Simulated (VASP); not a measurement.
# PbI7 (Fm-3m) in VASP: a series of runs

Runs on PbI7. Level: PBE. Tasks: single point, relaxation of cell and atoms.

Everything below comes from runs of VASP 6.6.1. Logs are shortened: lines on timing, memory, paths and dates and some standing lists are left out, and cuts for length are marked.

### Step 1. The cell of the first run

It takes space group Fm-3m (No. 225, cubic). Conventional cell: a = 10.991 Å, b = 10.991 Å, c = 10.991 Å, α = 90.00°, β = 90.00°, γ = 90.00°. Pb (site symmetry m-3m) has 12 I at 3.89 Å within 5.1 Å. I (site symmetry m-3m) has 12 I at 3.89 Å within 5.1 Å. Within 5.1 Å of I (site symmetry mmm) lie 2 Pb at 3.89 Å and 10 I at 3.89 Å.

The cell was generated, and may not be a known phase.

### Step 2. Single point, PBE

INCAR reads:

```
PREC = Accurate
ENCUT = 520
EDIFF = 1E-6
ISMEAR = 0
SIGMA = 0.1
LREAL = F
LASPH = T
NELM = 100
ALGO = Normal
ISIF = 2
LWAVE = F
LCHARG = T
GGA = PE
LELF = T
LVHAR = T
NBANDS = 42
```

KPOINTS reads:

```
Automatic mesh
0
Gamma
  4 4 4
```

POSCAR reads:

```
PbI7
1.0
    0.0000000000      5.4954213500      5.4954213500
    5.4954213500      0.0000000000      5.4954213500
    5.4954213500      5.4954213500      0.0000000000
Pb I
1 7
Direct
    0.5000000000      0.5000000000      0.5000000000
    0.0000000000      0.0000000000      0.0000000000
    0.0000000000      0.5000000000      0.0000000000
    0.5000000000      0.0000000000      0.0000000000
    0.0000000000      0.5000000000      0.5000000000
    0.5000000000      0.0000000000      0.5000000000
    0.0000000000      0.0000000000      0.5000000000
    0.5000000000      0.5000000000      0.0000000000
```

Potentials or basis: VASP PAW PBE potentials, release 64 (Pb_d, I).

Run with:

```bash
cat potpaw_PBE.64/Pb_d/POTCAR potpaw_PBE.64/I/POTCAR > POTCAR
mpirun -np 1 vasp_std > vasp.out
```

OUTCAR:

```text
PREC = Accurate
   ENCUT = 520
   EDIFF = 1E-6
   ISMEAR = 0
   LREAL = F
   LASPH = T
   NELM = 100
   ISIF = 2
   GGA = PE

 ion  position               nearest neighbor table
   1  0.500  0.500  0.500-
   2  0.000  0.000  0.000-
   3  0.000  0.500  0.000-
   4  0.500  0.000  0.000-
   5  0.000  0.500  0.500-
   6  0.500  0.000  0.500-
   7  0.000  0.000  0.500-
   8  0.500  0.500  0.000-

  LATTYP: Found a face centered cubic cell.
 ALAT       =    10.9908427000

  Lattice vectors:

 A1 = (   0.0000000000,   5.4954213500,   5.4954213500)
 A2 = (   5.4954213500,   0.0000000000,   5.4954213500)
 A3 = (   5.4954213500,   5.4954213500,   0.0000000000)

Analysis of symmetry for initial positions (statically):
=====================================================================
 Subroutine PRICEL returns:
 Original cell was already a primitive cell.

 Routine SETGRP: Setting up the symmetry group for a
 face centered cubic supercell.

 Subroutine GETGRP returns: Found 48 space group operations
 (whereof 48 operations were pure point group operations)
 out of a pool of 48 trial point group operations.

The static configuration has the point symmetry O_h .

Analysis of symmetry for dynamics (positions and initial velocities):
=====================================================================
 Subroutine PRICEL returns:
 Original cell was already a primitive cell.

 Routine SETGRP: Setting up the symmetry group for a
 face centered cubic supercell.

 Subroutine GETGRP returns: Found 48 space group operations
 (whereof 48 operations were pure point group operations)
 out of a pool of 48 trial point group operations.

The dynamic configuration has the point symmetry O_h .

 Subroutine INISYM returns: Found 48 space group operations
 (whereof 48 operations are pure point group operations),
 and found     1 'primitive' translations

----------------------------------------------------------------------------------------

                                     Primitive cell

  volume of cell :     331.9197

  direct lattice vectors                    reciprocal lattice vectors
     0.000000000  5.495421350  5.495421350    -0.090984834  0.090984834  0.090984834
     5.495421350  0.000000000  5.495421350     0.090984834 -0.090984834  0.090984834
     5.495421350  5.495421350  0.000000000     0.090984834  0.090984834 -0.090984834

  length of vectors
     7.771699404  7.771699404  7.771699404     0.157590355  0.157590355  0.157590355

  position of ions in fractional coordinates (direct lattice)
     0.500000000  0.500000000  0.500000000
     0.000000000  0.000000000  0.000000000
     0.000000000  0.500000000  0.000000000
     0.500000000  0.000000000  0.000000000
     0.000000000  0.500000000  0.500000000
     0.500000000  0.000000000  0.500000000
     0.000000000  0.000000000  0.500000000
     0.500000000  0.500000000  0.000000000

  ion indices of the primitive-cell ions
   primitive index   ion index
                 1           1
                 2           2
                 3           3
                 4           4
                 5           5
                 6           6
                 7           7
                 8           8

----------------------------------------------------------------------------------------

 KPOINTS: Automatic mesh

Automatic generation of k-mesh.
 Grid dimensions read from file:
 generate k-points for:    4    4    4

 Generating k-lattice:

  Cartesian coordinates                     Fractional coordinates (reciprocal lattice)
    -0.022746209  0.022746209  0.022746209     0.250000000  0.000000000  0.000000000
     0.022746209 -0.022746209  0.022746209     0.000000000  0.250000000  0.000000000
     0.022746209  0.022746209 -0.022746209     0.000000000  0.000000000  0.250000000

  Length of vectors
     0.039397589  0.039397589  0.039397589

  Shift w.r.t. Gamma in fractional coordinates (k-lattice)
     0.000000000  0.000000000  0.000000000

 Subroutine IBZKPT returns following result:
 ===========================================

 Found      8 irreducible k-points:

 Following reciprocal coordinates:
            Coordinates               Weight
  0.000000  0.000000  0.000000      1.000000
  0.250000  0.000000  0.000000      8.000000
  0.500000  0.000000  0.000000      4.000000
  0.250000  0.250000  0.000000      6.000000
  0.500000  0.250000  0.000000     24.000000
 -0.250000  0.250000  0.000000     12.000000
  0.500000  0.500000  0.000000      3.000000
 -0.250000  0.500000  0.250000      6.000000
   k-points           NKPTS =      8   k-points in BZ     NKDIM =      8   number of bands    NBANDS=     42
   number of dos      NEDOS =    301   number of ions     NIONS =      8
   total plane-waves  NPLWV = 216000
   dimension x,y,z NGX =    60 NGY =   60 NGZ =   60
   dimension x,y,z NGXF=   120 NGYF=  120 NGZF=  120
   ions per type =               1   7
   NGX,Y,Z   is equivalent  to a cutoff of  12.83, 12.83, 12.83 a.u.
   NGXF,Y,Z  is equivalent  to a cutoff of  25.67, 25.67, 25.67 a.u.
 SYSTEM =  unknown system
   PREC   = accura    normal or accurate (medium, high low for compatibility)
   ISTART =      0    job   : 0-new  1-cont  2-samecut
   ICHARG =      2    charge: 1-file 2-atom 10-const
   ISPIN  =      1    spin polarized calculation?
   LNONCOLLINEAR =      F non collinear calculations
   LSORBIT =      F    spin-orbit coupling
   LASPH  =      T    aspherical Exc in radial PAW
   ENCUT  =  520.0 eV  38.22 Ry    6.18 a.u.  14.45 14.45 14.45*2*pi/ulx,y,z
   NELM   =    100;   NELMIN=  2; NELMDL= -5     # of ELM steps
   EDIFF  = 0.1E-05   stopping-criterion for ELM
   LREAL  =      F    real-space projection
   EDIFFG = 0.1E-04   stopping-criterion for IOM
   NSW    =      0    number of steps for IOM
   IBRION =     -1    ionic relax: 0-MD 1-quasi-New 2-CG
   NFREE  =      0    steps in history (QN), initial steepest desc. (CG)
   ISIF   =      2    stress and relaxation
   ISYM   =      2    0-nonsym 1-usesym 2-fastsym
   POTIM  = 0.5000    time-step for ionic-motion
   TEBEG  =    0.0;   TEEND  =   0.0 temperature during run
   PSTRESS=    0.0 pullay stress
   NELECT =      63.0000    total number of electrons
   NUPDOWN=      -1.0000    fix difference up-down
   EMIN   =  10.00;   EMAX   =-10.00  energy-range for DOS
   EFERMI =   0.00;   METHOD = LEGACY
   ISMEAR =     0;   SIGMA  =   0.10  broadening in eV -4-tet -1-fermi 0-gaus
   EFERMI_NEDOS =   21; number of points for ismear=-14 and -15
   IALGO  =     38    algorithm
   IMIX   =      4    mixing-type and parameters
     AMIX     =   0.40;   BMIX     =  1.00
     AMIX_MAG =   1.60;   BMIX_MAG =  1.00
  volume/ion in A,a.u.               =      41.49       279.99
  Fermi-wavevector in a.u.,A,eV,Ry     =   0.940829  1.777909 12.043322  0.885159
  Thomas-Fermi vector in A             =   2.068280
   LORBIT       =      0    0 simple, 1 ext, 2 COOP (PROOUT), +10 PAW based schemes
   GGA     = PE    functional components
   LHFCALC =     F    Hartree Fock is set to
   AEXX    =    0.0000 exact exchange contribution
   IVDW    =     0    specifies the selected vdW correction
   LEPSILON=     F    determine dielectric tensor
   LRPA    =     F    only Hartree local field effects (RPA)
 non-spin polarized calculation
 Gauss-broadening in eV      SIGMA  =   0.10
  energy-cutoff  :      520.00
  volume of cell :      331.92
 maximum number of plane-waves:      8964
 NGX is ok and might be reduce to    60
   NGX = 29   NGY = 29   NGZ = 29

 number of electron      62.9999997 magnetization

 Free energy of the ion-electron system (eV)
  ---------------------------------------------------
  ext. energy  EPLUGINS =         0.00000000
  ---------------------------------------------------
  free energy    TOTEN  =       -11.99408806 eV

  energy without entropy =      -11.90420833  energy(sigma->0) =      -11.94914820

 E-fermi :   2.8872     XC(G=0):  -8.3777

 val. band max:        2.8837298327   @ k =  -0.2500   0.2500   0.0000
 cond. band min:       2.9432062049   @ k =   0.5000   0.2500   0.0000
 fundamental gap:      0.0594763721
 Fermi energy:         2.8871691810

 k-point     1 :       0.0000    0.0000    0.0000
  band No.  band energies     occupation
      1     -15.0321      2.00000
      2     -15.0321      2.00000
      3     -15.0309      2.00000
      4     -15.0309      2.00000
      5     -15.0309      2.00000
      6      -9.5529      2.00000
[... 34 lines left out ...]
     41       8.8525      0.00000
     42       8.8525      0.00000

 k-point     2 :       0.2500    0.0000    0.0000
  band No.  band energies     occupation
      1     -15.0321      2.00000
      2     -15.0321      2.00000
      3     -15.0309      2.00000
      4     -15.0309      2.00000
      5     -15.0309      2.00000
      6      -9.4419      2.00000
[... 34 lines left out ...]
     41       9.5059      0.00000
     42       9.5746      0.00000

 k-point     3 :       0.5000    0.0000    0.0000
  band No.  band energies     occupation
      1     -15.0321      2.00000
      2     -15.0321      2.00000
      3     -15.0308      2.00000
      4     -15.0308      2.00000
      5     -15.0308      2.00000
      6      -9.2040      2.00000
[... 34 lines left out ...]
     41       9.3054      0.00000
     42       9.3541      0.00000

 k-point     4 :       0.2500    0.2500    0.0000
  band No.  band energies     occupation
      1     -15.0321      2.00000
      2     -15.0321      2.00000
      3     -15.0310      2.00000
      4     -15.0308      2.00000
      5     -15.0308      2.00000
      6      -9.4047      2.00000
[... 34 lines left out ...]
     41       9.1415      0.00000
     42       9.9285      0.00000

 k-point     5 :       0.5000    0.2500    0.0000
  band No.  band energies     occupation
      1     -15.0321      2.00000
      2     -15.0320      2.00000
      3     -15.0309      2.00000
      4     -15.0307      2.00000
      5     -15.0307      2.00000
      6      -9.1807      2.00000
[... 34 lines left out ...]
     41       9.7946      0.00000
     42      10.1474      0.00000

 k-point     6 :      -0.2500    0.2500    0.0000
  band No.  band energies     occupation
      1     -15.0321      2.00000
      2     -15.0321      2.00000
      3     -15.0308      2.00000
      4     -15.0308      2.00000
      5     -15.0308      2.00000
      6      -9.2726      2.00000
[... 34 lines left out ...]
     41      10.0686      0.00000
     42      10.1187      0.00000

 k-point     7 :       0.5000    0.5000    0.0000
  band No.  band energies     occupation
      1     -15.0321      2.00000
      2     -15.0320      2.00000
      3     -15.0310      2.00000
      4     -15.0306      2.00000
      5     -15.0306      2.00000
      6      -9.0614      2.00000
[... 34 lines left out ...]
     41      10.1268      0.00000
     42      10.1287      0.00000

 k-point     8 :      -0.2500    0.5000    0.2500
  band No.  band energies     occupation
      1     -15.0321      2.00000
      2     -15.0320      2.00000
      3     -15.0308      2.00000
      4     -15.0308      2.00000
      5     -15.0306      2.00000
      6      -8.9596      2.00000
[... 34 lines left out ...]
     41      10.1913      0.00000
     42      10.5547      0.00000

------------------------ aborting loop because EDIFF is reached ----------------------------------------

  FORCE on cell =-STRESS in cart. coord.  units (eV):
  Direction    XX          YY          ZZ          XY          YZ          ZX
  --------------------------------------------------------------------------------------
  -------------------------------------------------------------------------------------
  Total       -4.9309834     -4.9309834     -4.9309834     -0.0000000      0.0000000      0.0000000
  in kB      -23.8018731    -23.8018731    -23.8018731     -0.0000000      0.0000000      0.0000000
  external PRESSURE =     -23.8018731 kB  Pullay stress =       0.0000000 kB

 VOLUME and BASIS-vectors are now :
 -----------------------------------------------------------------------------
  energy-cutoff  :      520.00
  volume of cell :      331.92
      direct lattice vectors                 reciprocal lattice vectors
     0.000000000  5.495421350  5.495421350    -0.090984834  0.090984834  0.090984834
     5.495421350  0.000000000  5.495421350     0.090984834 -0.090984834  0.090984834
     5.495421350  5.495421350  0.000000000     0.090984834  0.090984834 -0.090984834

 POSITION                                       TOTAL-FORCE (eV/Angst)
 -----------------------------------------------------------------------------------
      5.49542      5.49542      5.49542        -0.000000      0.000000      0.000000
      0.00000      0.00000      0.00000        -0.000000     -0.000000      0.000000
      2.74771      0.00000      2.74771        -0.000000     -0.000000      0.000000
      0.00000      2.74771      2.74771         0.000000      0.000000      0.000000
      5.49542      2.74771      2.74771         0.000000      0.000000     -0.000000
      2.74771      5.49542      2.74771        -0.000000     -0.000000      0.000000
      2.74771      2.74771      0.00000        -0.000000     -0.000000      0.000000
      2.74771      2.74771      5.49542        -0.000000     -0.000000     -0.000000
 -----------------------------------------------------------------------------------
    total drift:                               -0.000000     -0.000000      0.000000

  FREE ENERGIE OF THE ION-ELECTRON SYSTEM (eV)
  ---------------------------------------------------
  free  energy   TOTEN  =       -11.9940880622 eV

  energy  without entropy=      -11.9042083296  energy(sigma->0) =      -11.94914820
```

Wall time 3.4 min (1 thread of Intel Xeon 6975P-C (Granite Rapids), shared host); peak memory 0.51 GiB.

Results:

```
Free energy            : -11.9941 eV
Pressure               : -2.4 GPa
Band gap on the k mesh : zero (an odd number of electrons rules out a gap without spin polarisation)
```

Levels at points of the mesh, in eV from the Fermi level:
```
           k point  band 29  band 30  band 31  band 32  band 33  band 34  band 35  band 36
(0.00, 0.00, 0.00)     0.09     0.18     0.18     0.52     0.52     0.52     2.57     2.57
(0.50, 0.00, 0.00)    -0.44    -0.40    -0.02    -0.02     0.40     0.40     0.68     2.25
(0.50, 0.50, 0.00)    -0.22    -0.22    -0.05    -0.05     0.07     0.15     0.62     1.92
```

Caveat: spin-orbit coupling is left out, which moves the levels of the heavy elements; an odd number of electrons without spin polarisation forces a metal; a magnetic or distorted state may lie lower.

### Step 3. Single point, PBE

This run uses another cell than the first one, of 35.82 Å³/atom.

INCAR reads:

```
PREC = Accurate ; ENCUT = 520
EDIFF = 1E-6 ; ISMEAR = 0
SIGMA = 0.1 ; LREAL = F
LASPH = T ; NELM = 60
ALGO = Normal ; ISIF = 2
LWAVE = F ; LCHARG = F
GGA = PE ; NBANDS = 42
```

KPOINTS reads:

```
Automatic mesh
0
Gamma
  6 6 6
```

Changes to POSCAR since step 2:

```diff
@@ -2,5 +2,5 @@
 1.0
-    0.0000000000      5.4954213500      5.4954213500
-    5.4954213500      0.0000000000      5.4954213500
-    5.4954213500      5.4954213500      0.0000000000
+    0.0000000000      5.2329324846      5.2329324846
+    5.2329324846      0.0000000000      5.2329324846
+    5.2329324846      5.2329324846      0.0000000000
 Pb I
```

Potentials or basis: VASP PAW PBE potentials, release 64 (Pb_d, I).

Run with:

```bash
cat potpaw_PBE.64/Pb_d/POTCAR potpaw_PBE.64/I/POTCAR > POTCAR
mpirun -np 1 vasp_std > vasp.out
```

It took 4.4 min on 1 thread of Intel Xeon 6975P-C (Granite Rapids), shared host; peak memory 0.51 GiB.

The run converged. Its results:

```
Free energy            : -12.4014 eV
Pressure               : 0.0 GPa
Band gap on the k mesh : zero (an odd number of electrons rules out a gap without spin polarisation)
```

Levels at points of the mesh, in eV from the Fermi level:
```
           k point  band 30  band 31  band 32  band 33  band 34  band 35
(0.00, 0.00, 0.00)     0.25     0.25     0.70     0.70     0.70     3.10
(0.50, 0.00, 0.00)    -0.52    -0.03    -0.03     0.54     0.54     0.60
(0.50, 0.50, 0.00)    -0.28    -0.07    -0.07     0.13     0.20     0.51
```

Caveat: spin-orbit coupling is left out, which moves the levels of the heavy elements; an odd number of electrons without spin polarisation forces a metal; a magnetic or distorted state may lie lower.

### Step 4. Single point, PBE

This run uses another cell than the first one, of 35.82 Å³/atom.

INCAR reads:

```
SYSTEM = PbI7
PREC = Accurate
ENCUT = 520
EDIFF = 1E-6
ISMEAR = 0
SIGMA = 0.1
LREAL = .False.
LASPH = .True.
NELM = 60
ALGO = Normal
ISIF = 2
LWAVE = .False.
LCHARG = .True.
GGA = PE
LELF = .True.
LVHAR = .True.
NBANDS = 42
```

KPOINTS reads:

```
regular mesh
0
Gamma
  6 6 6
  0 0 0
```

POSCAR is that of step 3.

Run with:

```bash
cat potpaw_PBE.64/Pb_d/POTCAR potpaw_PBE.64/I/POTCAR > POTCAR
mpirun -np 1 vasp_std > vasp.out
```

Run time: 4.7 min. Hardware: 1 thread of Intel Xeon 6975P-C (Granite Rapids), shared host; peak memory 0.51 GiB.

It converged, with:

| Property | Result |
| --- | --- |
| Free energy | -12.4014 eV |
| Pressure | 0.0 GPa |
| Band gap on the k mesh | zero (an odd number of electrons rules out a gap without spin polarisation) |

Levels at points of the mesh, in eV from the Fermi level:
```
           k point  band 30  band 31  band 32  band 33  band 34  band 35
(0.00, 0.00, 0.00)     0.25     0.25     0.70     0.70     0.70     3.10
(0.50, 0.00, 0.00)    -0.52    -0.03    -0.03     0.54     0.54     0.60
(0.50, 0.50, 0.00)    -0.28    -0.07    -0.07     0.13     0.20     0.51
```

Caveat: spin-orbit coupling is left out, which moves the levels of the heavy elements; an odd number of electrons without spin polarisation forces a metal; a magnetic or distorted state may lie lower.

[end of part 1 of 2]

The gap in the log of VASP goes by the Fermi energy; the results here count the filled bands.